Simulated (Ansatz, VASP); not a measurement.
# Ga: VASP beside Ansatz

File INCAR:

```
PREC     = Accurate       # precision mode
ENCUT    = 500            # plane-wave cutoff, eV
EDIFF    = 1E-6           # SCF threshold, eV
ISMEAR   = 0              # smearing method
SIGMA    = 0.05           # smearing width, eV
LREAL    = False          # projectors in reciprocal space
LASPH    = True           # aspherical terms in the spheres
NELM     = 120            # most SCF steps
ALGO     = Normal         # electronic algorithm
ISIF     = 2              # what is computed and relaxed
LWAVE    = False          # write WAVECAR
LCHARG   = False          # write CHGCAR
GGA      = PE             # functional
NBANDS   = 20             # bands
GGA_COMPAT= False
```

Contents of KPOINTS:

```
Automatic mesh
0
Gamma
  14 14 12
```

POSCAR

```
Ga
1.0
    1.4500000000     -4.0650000000      0.0000000000
    1.4500000000      4.0650000000      0.0000000000
    0.0000000000      0.0000000000      3.1700000000
Ga
2
Direct
    0.8670000000      0.1330000000      0.2500000000
    0.1330000000      0.8670000000      0.7500000000
```

Input for Ansatz:

```yaml
crystal:
  lattice:
    - [1.45, -4.065, 0.0]
    - [1.45, 4.065, 0.0]
    - [0.0, 0.0, 3.17]
  atoms:
    - { symbol: Ga, position: [0.867, 0.133, 0.25] }
    - { symbol: Ga, position: [0.133, 0.867, 0.75] }
basis:
  ecutwfc: 420
kpoints:
  mp_grid: { grid: [14, 14, 12] }
hamiltonian:
  xc: pbe
  pseudopotentials: { kind: paw }
scf:
  occupations: { method: gaussian, width: 0.05 }
output:
  forces: true
  eigenvalues: true
  eigenstates:
    nscf_kmesh: { grid: [20, 20, 18] }
    top_band: c6
    de_dk: true
    localisation: false
  stress: true
checkpoint:
  write: ck
  compress: false
  write_wavefunctions: false
  write_every: 100000
```

Alike in both runs: task single point; functional PBE; k mesh 14 × 14 × 12; occupations gaussian, width 0.05 eV; no spin polarisation.

```csv
,VASP,Ansatz
version,VASP 6.6.1,Ansatz 0.2.0
potentials or method,"VASP PAW PBE potentials, release 64 (Ga_d), cutoff 500 eV","scalar-relativistic, plane waves, PAW"
valence electrons in the cell,26,26
```

|  | VASP | Ansatz | Ansatz less VASP |
| --- | --- | --- | --- |
| pressure (GPa) | 1.6 | 1.6 | +0.01 |
| traceless stress, the component that is largest in VASP (GPa) | -2.04 | -2.03 | +0.010 |
| rms of the force components (eV/Å) | 0.120 | 0.119 | -0.0008 |

Atom by atom the forces differ by 0.001 eV/Å (rms over components). The functional is the same, so the differences come from potentials, cutoffs and numerics.
